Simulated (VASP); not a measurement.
Here is a VASP 6.6.1 calculation.

The input INCAR:

```
PREC     = Accurate       # precision mode
ENCUT    = 400            # plane-wave cutoff, eV
EDIFF    = 1E-8           # SCF threshold, eV
ISMEAR   = -1             # smearing method
SIGMA    = 0.03           # smearing width, eV
LREAL    = False          # projectors in reciprocal space
LASPH    = True           # aspherical terms in the spheres
NELM     = 120            # most SCF steps
ALGO     = Normal         # electronic algorithm
ISIF     = 2              # what is computed and relaxed
LWAVE    = False          # write WAVECAR
LCHARG   = False          # write CHGCAR
GGA      = PS             # functional
LEFG     = True         
NBANDS   = 20             # bands
GGA_COMPAT= False
```

The input KPOINTS:

```
Automatic mesh
0
Gamma
  8 8 5
```

POSCAR

```
CdI2
1.0
    4.1573626761      0.0000000000      0.0000000000
   -2.0786813380      3.6003816902      0.0000000000
    0.0000000000      0.0000000000      6.7189811197
Cd I
1 2
Direct
    0.0000000000      0.0000000000      0.0000000000
    0.3333333333      0.6666666667      0.2492000000
    0.6666666667      0.3333333333      0.7508000000
```

Potentials or basis: VASP PAW PBE potentials, release 64 (Cd, I).

Run with:

```console
$ cat potpaw_PBE.64/Cd/POTCAR potpaw_PBE.64/I/POTCAR > POTCAR
$ mpirun -np 1 vasp_std > vasp.out
```

Estimate the largest force.

0.308 eV/Å.

What does it give for the pressure?

2.0 GPa.

Predict the band gap on the k mesh.

2.33 eV (least direct gap 2.73 eV).

Stress tensor (GPa, compression positive):
```
1.93 0.00 0.00
0.00 1.93 0.00
0.00 0.00 2.02
```

Caveat: without QUAD_EFG the Cq values of the log hold for a quadrupole moment of 1 mb, not for the nuclei; the PAW data sets were made with another functional, which shifts forces and pressure a little; spin-orbit coupling is left out, which moves the levels of the heavy elements; an odd mesh through Γ misses points on the zone boundary, where band edges can lie; this functional lacks dispersion, which binds the layers, so the pressure and a relaxed spacing across them are unreliable.
